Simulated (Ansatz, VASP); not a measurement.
## One calculation of GaN, two programs

File INCAR:

```
ALGO = Normal
EDIFF = 1E-6
ENCUT = 520
GGA = PE
ISIF = 2
ISMEAR = 0
LASPH = T
LCHARG = F
LREAL = F
LWAVE = F
NBANDS = 16
NELM = 80
PREC = Accurate
SIGMA = 0.02
```

The input KPOINTS:

```
k-points
0
Gamma
  10 10 10
```

The input POSCAR:

```
GaN
1.0
    0.0000000000      2.2742384951      2.2742384951
    2.2742384951      0.0000000000      2.2742384951
    2.2742384951      2.2742384951      0.0000000000
Ga N
1 1
Direct
    0.0000000000      0.0000000000      0.0000000000
    0.7500000000      0.7500000000      0.7500000000
```

Input for Ansatz:

```yaml
crystal:
  lattice:
    - [0.0, 2.2742384953, 2.2742384953]
    - [2.2742384953, 0.0, 2.2742384953]
    - [2.2742384953, 2.2742384953, 0.0]
  atoms:
    - { symbol: Ga, position: [0.0, 0.0, 0.0] }
    - { symbol: "N", position: [0.75, 0.75, 0.75] }
basis:
  ecutwfc: 420
kpoints:
  mp_grid: { grid: [10, 10, 10] }
  band_path:
    path:
      - [[0.0, 0.0, 0.0], [-0.5, -0.5, 0.0], [-0.375, -0.375, 0.25]]
      - [[-0.375, 0.0, 0.375], [0.0, 0.0, 0.0], [0.0, 0.0, 0.5], [-0.5, -0.25, 0.25], [-0.5, -0.5, 0.0]]
    npoints: 14
hamiltonian:
  xc: pbe
scf:
  occupations: { method: gaussian, width: 0.02 }
  n_extra_bands: 6
output:
  forces: true
  stress: true
  eigenvalues: true
  populations: true
  dos: { projected: true, de: 0.02, nscf_kmesh: { grid: [15, 15, 15] } }
  bader: true
```

Alike in both runs: task single point; functional PBE; k mesh 10 × 10 × 10; occupations gaussian, width 0.02 eV; no spin polarisation.

|  | VASP | Ansatz |
| --- | --- | --- |
| version | VASP 6.6.1 | Ansatz 0.2.0 |
| potentials or method | VASP PAW PBE potentials, release 64 (Ga_d, N), cutoff 520 eV | scalar-relativistic, plane waves, PAW |
| valence electrons in the cell | 18 | 18 |

VASP gave:

```
gap on the k mesh at the Fermi level (eV) : 1.55
least direct gap on the mesh (eV)         : 1.55
pressure (GPa)                            : 0.1
```

Question: What did Ansatz give for the same quantities?

Answer: gap on the k mesh at the Fermi level (eV): 1.54; least direct gap on the mesh (eV): 1.54; pressure (GPa): 0.0.
